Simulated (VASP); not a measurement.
Crystal: CuO.

```xyz
4
Lattice="2.8795 0.0000 0.0000 0.0391 2.8793 0.0000 0.0175 0.0172 5.1763" Properties=species:S:1:pos:R:3 pbc="T T T"
Cu    0.0195    1.4396    0.0000
Cu    1.4485    0.0086    2.5882
O     2.8881    0.0177    3.8817
O     0.0479    2.8788    1.2947
```

```yaml
Program: VASP 6.6.1
Task: relaxation of cell and atoms
Functional: BLYP
Potentials_or_basis: VASP PAW PBE potentials, release 64 (Cu, O)
Cutoff: 600 eV
k_mesh: 9 × 9 × 5
Occupations: fermi-dirac, width 0.05 eV
Spin: no spin polarisation
```

At the start: pressure 12.8 GPa; volume 10.73 Å³/atom.

Q: How do energy, volume and symmetry change on relaxing?

A: Over 6 steps the energy falls by 36.3 meV/atom and the volume is 11.70 Å³/atom (+9.1 %); space group Cccm (No. 66, to 0.05 Å).

Step by step:
```csv
step,energy change (eV),largest force (eV/Å),pressure (GPa),volume (Å³)
1,0.0000,0.0118,12.76,42.92
2,-0.0933,0.0121,-5.37,48.45
3,-0.1288,0.0100,-0.02,46.40
4,-0.1401,0.0084,-0.01,46.59
5,-0.1450,0.0073,0.01,46.79
6,-0.1450,0.0074,0.00,46.81
```

Final structure:
```
Cu O
1.0
     2.99884   -0.00282   -0.00074
     0.03787    2.99832   -0.00056
     0.01687    0.01696    5.20602
Cu O
2 2
Direct
  0.00000 0.50000 0.00000
  0.50000 0.00000 0.50000
  0.99866 0.00139 0.75002
  0.00134 0.99861 0.24998
```

Caveat: the PAW data sets were made with another functional, which shifts forces and pressure a little.
